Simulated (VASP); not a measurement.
# SiO2 in VASP: notebook

The runs below take SiO2 through single point, with PBE.

All numbers are computed with VASP 6.6.1; they aren't measurements. Logs are shortened: lines on timing, memory, paths and dates and some standing lists are left out, and cuts for length are marked.

## (1) The cell of the first run

The cell holds an amorphous packing of atoms, 21 atoms: a = 6.683 Å, b = 6.840 Å, c = 6.891 Å, α = 92.00°, β = 93.29°, γ = 89.80°.

## (2) Single point, PBE

Input file INCAR:

```
PREC     = Accurate       # precision mode
ENCUT    = 520            # plane-wave cutoff, eV
EDIFF    = 1E-7           # SCF threshold, eV
ISMEAR   = -1             # smearing method
SIGMA    = 0.1241         # smearing width, eV
LREAL    = Auto         
LASPH    = T              # aspherical terms in the spheres
NELM     = 60             # most SCF steps
ALGO     = Normal         # electronic algorithm
ISIF     = 2              # what is computed and relaxed
LWAVE    = F              # write WAVECAR
LCHARG   = F              # write CHGCAR
GGA      = PE             # functional
ISYM     = 0            
NBANDS   = 72             # bands
```

Input file KPOINTS:

```
Automatic mesh
0
Gamma
  1 1 1
```

Input file POSCAR:

```
SiO2
1.0
    6.6801160000      0.0097880000     -0.1947280000
    0.0097880000      6.8389880000     -0.1197180000
   -0.1947280000     -0.1197180000      6.8867160000
Si O
7 14
Direct
    0.6277307712      0.3542599494      0.8999212470
    1.0730153980      0.6827811887      0.6098834830
    0.5554345694      0.7135509273      0.6698142558
    0.8679385186      0.9752175346      0.9524332098
    0.9174888421      0.3733085471      0.2879187293
    0.6944591722      0.0046324027      0.3538842356
    0.2733915927      0.1380696975      0.1123052593
    0.7763387839      0.1679097432      0.8236649685
    0.0995872847     -0.0048293110      0.9957496835
    0.9469142563      0.8093409707      0.7333198293
    0.3197057408      0.6841164464      0.5904162031
    0.6185836233      0.8687284976      0.8427677270
    0.7438170021      0.4230939259      0.1260943468
    0.4691290952      1.0492551204      0.2603369000
    0.8454349774      0.9586775268      0.1873754949
    0.1224178077      0.2733289480      0.2341804962
    0.3985731853      0.2963704052      0.9842035349
    0.6700575974      0.8218752912      0.4723665448
    0.9902624755      0.5925585994      0.3862062501
    0.6856552131      0.5085891429      0.7317716519
    0.7884059524      0.2327471427      0.4194175768
```

Potentials or basis: VASP PAW PBE potentials, release 64 (Si, O).

Command:

```bash
> cat potpaw_PBE.64/Si/POTCAR potpaw_PBE.64/O/POTCAR > POTCAR
> mpirun -np 1 vasp_gam > vasp.out
```

OUTCAR:

```text
PREC = Accurate
   ENCUT = 520
   EDIFF = 1E-7
   ISMEAR = -1
   LREAL = Auto
   LASPH = T
   NELM = 60
   ISIF = 2
   GGA = PE
   ISYM = 0

 ion  position               nearest neighbor table
   1  0.628  0.354  0.900-  20 1.66   8 1.70  17 1.72  13 1.75   3 2.99   4 3.07
   2  0.073  0.683  0.610-  10 1.49  11 1.66  19 1.70   5 3.15
   3  0.555  0.714  0.670-  12 1.61  11 1.65  20 1.70  18 1.78   1 2.99
   4  0.868  0.975  0.952-   9 1.57  15 1.64   8 1.71  12 1.92  10 1.95   6 3.06   7 3.06   1 3.07

   5  0.917  0.373  0.288-  16 1.59  13 1.61  21 1.63  19 1.69   6 3.00   7 3.14   2 3.15
   6  0.694  0.005  0.354-  18 1.53  15 1.59  14 1.64  21 1.72   5 3.00   4 3.06
   7  0.273  0.138  0.112-  16 1.62   9 1.67  17 1.68  14 1.73   4 3.06   5 3.14
   8  0.776  0.168  0.824-   1 1.70   4 1.71
   9  0.100  0.995  0.996-   4 1.57   7 1.67
  10  0.947  0.809  0.733-   2 1.49   4 1.95
  11  0.320  0.684  0.590-   3 1.65   2 1.66
  12  0.619  0.869  0.843-   3 1.61   4 1.92
  13  0.744  0.423  0.126-   5 1.61   1 1.75
  14  0.469  0.049  0.260-   6 1.64   7 1.73
  15  0.845  0.959  0.187-   6 1.59   4 1.64
  16  0.122  0.273  0.234-   5 1.59   7 1.62
  17  0.399  0.296  0.984-   7 1.68   1 1.72
  18  0.670  0.822  0.472-   6 1.53   3 1.78
  19  0.990  0.593  0.386-   5 1.69   2 1.70
  20  0.686  0.509  0.732-   1 1.66   3 1.70
  21  0.788  0.233  0.419-   5 1.63   6 1.72

IMPORTANT INFORMATION: All symmetrisations will be switched off!
NOSYMM: (Re-)initialisation of all symmetry stuff for point group C_1.

----------------------------------------------------------------------------------------

                                     Primitive cell

  volume of cell :     314.2660

  direct lattice vectors                    reciprocal lattice vectors
     6.680116000  0.009788000 -0.194728000     0.149821625 -0.000140310  0.004233900
     0.009788000  6.838988000 -0.119718000    -0.000140310  0.146265105  0.002538691
    -0.194728000 -0.119718000  6.886716000     0.004233900  0.002538691  0.145370941

  length of vectors
     6.682960764  6.840042768  6.890508592     0.149881503  0.146287203  0.145454740

  position of ions in fractional coordinates (direct lattice)
     0.627730771  0.354259949  0.899921247
     0.073015398  0.682781189  0.609883483
     0.555434569  0.713550927  0.669814256
     0.867938519  0.975217535  0.952433210
     0.917488842  0.373308547  0.287918729
     0.694459172  0.004632403  0.353884236
[... 13 lines left out ...]
     0.685655213  0.508589143  0.731771652
     0.788405952  0.232747143  0.419417577

  ion indices of the primitive-cell ions
   primitive index   ion index
                 1           1
                 2           2
                 3           3
                 4           4
                 5           5
                 6           6
[... 13 lines left out ...]
                20          20
                21          21

----------------------------------------------------------------------------------------

 KPOINTS: Automatic mesh

Automatic generation of k-mesh.
 Grid dimensions read from file:
 generate k-points for:    1    1    1

 Generating k-lattice:

  Cartesian coordinates                     Fractional coordinates (reciprocal lattice)
     0.149821625 -0.000140310  0.004233900     1.000000000  0.000000000  0.000000000
    -0.000140310  0.146265105  0.002538691    -0.000000000  1.000000000  0.000000000
     0.004233900  0.002538691  0.145370941     0.000000000  0.000000000  1.000000000

  Length of vectors
     0.149881503  0.146287203  0.145454740

  Shift w.r.t. Gamma in fractional coordinates (k-lattice)
     0.000000000  0.000000000  0.000000000

 Subroutine IBZKPT returns following result:
 ===========================================

 Found      1 irreducible k-points:

 Following reciprocal coordinates:
            Coordinates               Weight
  0.000000  0.000000  0.000000      1.000000
   k-points           NKPTS =      1   k-points in BZ     NKDIM =      1   number of bands    NBANDS=     72
   number of dos      NEDOS =    301   number of ions     NIONS =     21
   total plane-waves  NPLWV = 145800
   dimension x,y,z NGX =    50 NGY =   54 NGZ =   54
   dimension x,y,z NGXF=   100 NGYF=  108 NGZF=  108
   ions per type =               7  14
   NGX,Y,Z   is equivalent  to a cutoff of  12.44, 13.12, 13.03 a.u.
   NGXF,Y,Z  is equivalent  to a cutoff of  24.88, 26.25, 26.06 a.u.
 SYSTEM =  unknown system
   PREC   = accura    normal or accurate (medium, high low for compatibility)
   ISTART =      0    job   : 0-new  1-cont  2-samecut
   ICHARG =      2    charge: 1-file 2-atom 10-const
   ISPIN  =      1    spin polarized calculation?
   LNONCOLLINEAR =      F non collinear calculations
   LSORBIT =      F    spin-orbit coupling
   LASPH  =      T    aspherical Exc in radial PAW
   ENCUT  =  520.0 eV  38.22 Ry    6.18 a.u.  12.43 12.72 12.81*2*pi/ulx,y,z
   NELM   =     60;   NELMIN=  2; NELMDL= -5     # of ELM steps
   EDIFF  = 0.1E-06   stopping-criterion for ELM
   LREAL  =      T    real-space projection
   EDIFFG = 0.1E-05   stopping-criterion for IOM
   NSW    =      0    number of steps for IOM
   IBRION =     -1    ionic relax: 0-MD 1-quasi-New 2-CG
   NFREE  =      0    steps in history (QN), initial steepest desc. (CG)
   ISIF   =      2    stress and relaxation
   ISYM   =      0    0-nonsym 1-usesym 2-fastsym
   POTIM  = 0.5000    time-step for ionic-motion
   TEBEG  =    0.0;   TEEND  =   0.0 temperature during run
   PSTRESS=    0.0 pullay stress
   NELECT =     112.0000    total number of electrons
   NUPDOWN=      -1.0000    fix difference up-down
   EMIN   =  10.00;   EMAX   =-10.00  energy-range for DOS
   EFERMI =   0.00;   METHOD = LEGACY
   ISMEAR =    -1;   SIGMA  =   0.12  broadening in eV -4-tet -1-fermi 0-gaus
   EFERMI_NEDOS =   21; number of points for ismear=-14 and -15
   IALGO  =     38    algorithm
   IMIX   =      4    mixing-type and parameters
     AMIX     =   0.40;   BMIX     =  1.00
     AMIX_MAG =   1.60;   BMIX_MAG =  1.00
  volume/ion in A,a.u.               =      14.97       100.99
  Fermi-wavevector in a.u.,A,eV,Ry     =   1.160687  2.193380 18.329686  1.347194
  Thomas-Fermi vector in A             =   2.297267
   LORBIT       =      0    0 simple, 1 ext, 2 COOP (PROOUT), +10 PAW based schemes
   GGA     = PE    functional components
   LHFCALC =     F    Hartree Fock is set to
   AEXX    =    0.0000 exact exchange contribution
   IVDW    =     0    specifies the selected vdW correction
   LEPSILON=     F    determine dielectric tensor
   LRPA    =     F    only Hartree local field effects (RPA)
 non-spin polarized calculation
  energy-cutoff  :      520.00
  volume of cell :      314.27
 maximum number of plane-waves:      4230
 NGX is ok and might be reduce to    50
   NGX = 25   NGY = 25   NGZ = 25

 number of electron     111.9999991 magnetization

 Free energy of the ion-electron system (eV)
  ---------------------------------------------------
  ext. energy  EPLUGINS =         0.00000000
  ---------------------------------------------------
  free energy    TOTEN  =      -156.00521226 eV

  energy without entropy =     -156.00280034  energy(sigma->0) =     -156.00400630

 E-fermi :   2.0817     XC(G=0):  -8.2587

 val. band max:        1.1536334839   @ k =   0.0000   0.0000   0.0000
 cond. band min:       3.0083714373   @ k =   0.0000   0.0000   0.0000
 fundamental gap:      1.8547379535
 Fermi energy:         2.0817303670

 k-point     1 :       0.0000    0.0000    0.0000
  band No.  band energies     occupation
      1     -19.4101      2.00000
      2     -18.9060      2.00000
      3     -18.3616      2.00000
      4     -18.2839      2.00000
      5     -18.1177      2.00000
      6     -17.9040      2.00000
[... 60 lines left out ...]
     67       8.8362      0.00000
     68       9.2600      0.00000
 [bands above 68 left out]

------------------------ aborting loop because EDIFF is reached ----------------------------------------

  FORCE on cell =-STRESS in cart. coord.  units (eV):
  Direction    XX          YY          ZZ          XY          YZ          ZX
  --------------------------------------------------------------------------------------
  -------------------------------------------------------------------------------------
  Total       -9.8019730      0.3711898     -4.6870538     -6.3051179      2.2391349     -8.5848385
  in kB      -49.9720024      1.8923840    -23.8953384    -32.1444840     11.4154624    -43.7668590
  external PRESSURE =     -23.9916523 kB  Pullay stress =       0.0000000 kB

 VOLUME and BASIS-vectors are now :
 -----------------------------------------------------------------------------
  energy-cutoff  :      520.00
  volume of cell :      314.27
      direct lattice vectors                 reciprocal lattice vectors
     6.680116000  0.009788000 -0.194728000     0.149821625 -0.000140310  0.004233900
     0.009788000  6.838988000 -0.119718000    -0.000140310  0.146265105  0.002538691
    -0.194728000 -0.119718000  6.886716000     0.004233900  0.002538691  0.145370941

 POSITION                                       TOTAL-FORCE (eV/Angst)
 -----------------------------------------------------------------------------------
      4.02154      2.32119      6.03285         2.267072     -2.174962      2.953766
      0.37567      4.59723      4.10413         2.570056     -1.956707     -5.518417
      3.58692      4.80521      4.41924         3.226012      2.259900     -0.506191
      5.62201      6.56397      6.27337        -4.590597     -0.711581     -2.974312
      6.07652      2.52756      1.75946        -1.482829      0.444883      0.650758
      4.57020     -0.00389      2.30131        -0.855526      4.158598     -1.790516
[... 13 lines left out ...]
      4.44274      3.39734      4.84510        -2.880765      0.368082     -0.297330
      5.18725      1.54926      2.70702        -0.103941     -1.632300      1.464869
 -----------------------------------------------------------------------------------
    total drift:                               -0.000755      0.000111      0.007604

  FREE ENERGIE OF THE ION-ELECTRON SYSTEM (eV)
  ---------------------------------------------------
  free  energy   TOTEN  =      -156.0052122606 eV

  energy  without entropy=     -156.0028003441  energy(sigma->0) =     -156.00400630
```

It took 52 s on 1 thread of Intel Xeon Platinum 8259CL at 2.50GHz (Skylake/Cascade Lake), shared host; peak memory 0.33 GiB.

Results:

```
Free energy            : -156.0052 eV
Pressure               : -2.4 GPa
Largest force          : 6.535 eV/Å
Band gap on the k mesh : 1.85 eV
```

Forces on the atoms (eV/Å):
```
Si   2.267 -2.175  2.954
Si   2.570 -1.957 -5.518
Si   3.226  2.260 -0.506
Si  -4.591 -0.712 -2.974
Si  -1.483  0.445  0.651
Si  -0.856  4.159 -1.791
Si   1.792 -0.367  0.549
O    0.080  1.213  1.845
O    6.423  1.198 -0.117
O   -0.499  1.253  2.441
O   -1.140 -0.334  1.162
O   -0.870 -0.842  1.644
O   -0.619  0.576 -3.106
O   -3.365  0.752 -1.632
O   -0.676 -1.108 -1.347
O    1.159  0.230  0.270
O    0.927  0.329 -2.098
O   -1.885 -3.553  3.346
O    0.525 -0.103  3.060
O   -2.881  0.368 -0.297
O   -0.104 -1.632  1.465
```

Caveat: the k points lie up to 0.94 Å⁻¹ apart.

## (3) Single point, PBE

Input file INCAR:

```
ALGO = Normal
EDIFF = 1E-6
ENCUT = 520
GGA = PE
ISIF = 2
ISMEAR = -1
ISYM = 0
LASPH = T
LCHARG = F
LREAL = Auto
LWAVE = F
NBANDS = 72
NELM = 100
PREC = Accurate
SIGMA = 0.1241
```

Input file KPOINTS:

```
k-points
0
Gamma
  1 1 1
```

Input file POSCAR:

```
SiO2
1.0
    6.6801160000      0.0097880000     -0.1947280000
    0.0097880000      6.8389880000     -0.1197180000
   -0.1947280000     -0.1197180000      6.8867160000
Si O
7 14
Direct
    0.6620469841      0.3535108536      0.8937636890
    1.1043308598      0.7378878375      0.5826881195
    0.5809070335      0.7739148124      0.6591576302
    0.8583785885      0.9905063810      0.9309632906
    0.9414191667      0.3893727336      0.2573970811
    0.6909394210      0.0343152988      0.3067527992
    0.2926781007      0.1589981361      0.0895861772
    0.8108819563      0.1850200454      0.8287791527
    0.1131562435      0.0108537678      0.9878243970
    0.9497154344      0.7984868855      0.7478578237
    0.3376211157      0.7721974006      0.5998545915
    0.6128709074      0.9267808293      0.8375327912
    0.7820661531      0.4680948909      0.0872567653
    0.4436695273      1.0658937753      0.2510931990
    0.7824839260      0.9089106258      0.1361684571
    0.1445485376      0.3165664513      0.1747440072
    0.4466321776      0.3027867931      0.9657852625
    0.6713294678      0.8677955908      0.4669523757
    1.0171539975      0.5645416074      0.4470103248
    0.6541007934      0.5215013399      0.7183693704
    0.8373713578      0.2102635084      0.3694582405
```

Potentials or basis: VASP PAW PBE potentials, release 64 (Si, O).

Command:

```bash
> cat potpaw_PBE.64/Si/POTCAR potpaw_PBE.64/O/POTCAR > POTCAR
> mpirun -np 1 vasp_gam > vasp.out
```

Run time: 42 s. Hardware: 1 thread of Intel Xeon Platinum 8259CL at 2.50GHz (Skylake/Cascade Lake), shared host; peak memory 0.33 GiB.

The run converged. Its results:

```
Free energy            : -157.8243 eV
Pressure               : 0.2 GPa
Largest force          : 5.753 eV/Å
Band gap on the k mesh : 2.35 eV
```

Forces on the atoms (eV/Å):
```
Si   0.294  4.413 -1.045
Si  -1.579 -0.784  2.296
Si   1.459 -1.965  0.880
Si   1.727 -5.381 -1.080
Si  -0.618  2.020  1.377
Si  -3.052 -2.558  0.808
Si  -0.066 -0.588 -2.315
O    0.982  3.803 -1.246
O    1.720  0.694  0.655
O    0.877  0.383 -1.050
O   -1.035 -0.289 -0.220
O   -0.855 -1.631 -0.197
O    0.728 -0.380  1.086
O    0.978  0.263  0.533
O    1.850  0.298 -0.389
O   -0.090  1.998  1.262
O   -1.861 -1.439  0.107
O    0.211 -0.597  0.581
O   -0.551 -1.333 -2.325
O   -1.507  1.444 -0.211
O    0.391  1.629  0.494
```

Stress tensor (GPa, compression positive):
```
-2.83 -1.75 -0.73
-1.75  1.72  2.05
-0.73  2.05  1.82
```

Levels at points of the mesh, in eV from the valence-band top:
```csv
k point,band 53,band 54,band 55,band 56,band 57,band 58,band 59,band 60
"(0.00, 0.00, 0.00)",-0.97,-0.75,-0.33,0.00,2.35,4.52,5.72,6.25
```

Caveat: the k points lie up to 0.94 Å⁻¹ apart.
